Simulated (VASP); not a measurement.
Tc: single point with LDA

Tc:

```xyz
1
Lattice="2.7399 0.0000 0.0000 -1.3700 2.3728 0.0000 0.0000 0.0000 4.3555" Properties=species:S:1:pos:R:3 pbc="T T T"
Tc    0.0000    1.5819    0.0000
```

```json
{
  "Program": "VASP 6.6.1",
  "Task": "single point",
  "Functional": "LDA",
  "Potentials or basis": "VASP PAW LDA potentials, release 64 (Tc_pv)",
  "Cutoff": "500 eV",
  "k mesh": "10 × 10 × 5",
  "Occupations": "methfessel-paxton, width 0.02 eV",
  "Spin": "no spin polarisation"
}
```

| Property | Result |
| --- | --- |
| Pressure | -24.8 GPa |

Stress tensor (GPa, compression positive):
```
-32.11   0.00   0.00
  0.00 -32.11   0.00
  0.00   0.00 -10.12
```

Levels at points of the mesh, in eV from the Fermi level:
```
           k point  band 4  band 5  band 6  band 7  band 8  band 9  band 10  band 11
(0.00, 0.00, 0.00)   -5.10   -2.43   -0.99   -0.99    1.46    1.46     3.89     9.40
(0.50, 0.00, 0.00)   -4.08   -2.45   -0.12    0.69    2.81    3.21     7.98    10.50
```

Wall time 18 s on 1 thread of Intel Xeon 8259CL, on a shared host, peak memory 0.13 GiB.
